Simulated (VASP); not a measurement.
Wanted: the native input for a VASP 6.6.1 run.

```yaml
Task: single point
Functional: PBE
Potentials_or_basis: VASP PAW PBE potentials, release 64 (Zn, Cu_sv_GW)
Cutoff: 820 eV
k_mesh: 16 × 16 × 16
Occupations: gaussian, width 0.15 eV
Spin: no spin polarisation
Dipole_correction: no
Further_INCAR_settings: ALGO = Normal; EDIFF = 1e-06; NBANDS = 22
```

The structure of ZnCu lies in POSCAR:

```
ZnCu
1.0
    2.9450000000      0.0000000000      0.0000000000
    0.0000000000      3.0333500000      0.0000000000
    0.0000000000      0.0000000000      2.9450000000
Zn Cu
1 1
Direct
    0.5000000000      0.5000000000      0.5000000000
    0.0000000000      0.0000000000      0.0000000000
```

This cell differs from its parent crystal: strain +0.0300 x Voigt [0, 1, 0, 0, 0, 0].

These files were run (other wordings do the same):

INCAR

```
SYSTEM = ZnCu
PREC = Accurate
ENCUT = 820
EDIFF = 1E-6
ISMEAR = 0
SIGMA = 0.15
LREAL = .FALSE.
LASPH = .TRUE.
NELM = 120
ALGO = Normal
ISIF = 2
LWAVE = .FALSE.
LCHARG = .FALSE.
GGA = PE
NBANDS = 22
GGA_COMPAT = .FALSE.
```

KPOINTS

```
Automatic mesh
0
G
  16 16 16
  0 0 0
```

Potentials or basis: VASP PAW PBE potentials, release 64 (Zn, Cu_sv_GW).

Run with:

```bash
$ cat potpaw_PBE.64/Zn/POTCAR potpaw_PBE.64/Cu_sv_GW/POTCAR > POTCAR
$ mpirun -np 1 vasp_std > vasp.out
```

It gave:

```yaml
Pressure: -1.6 GPa
Band_gap_on_the_k_mesh: zero (an odd number of electrons rules out a gap without spin polarisation)
```

Caveat: the cell differs from its parent crystal (strain +0.0300 x Voigt [0, 1, 0, 0, 0, 0]).

Run time: 3.6 min on 1 thread of AMD EPYC 9R45 96-Core Processor (Zen 5) (shared host), peak memory 0.6 GiB.
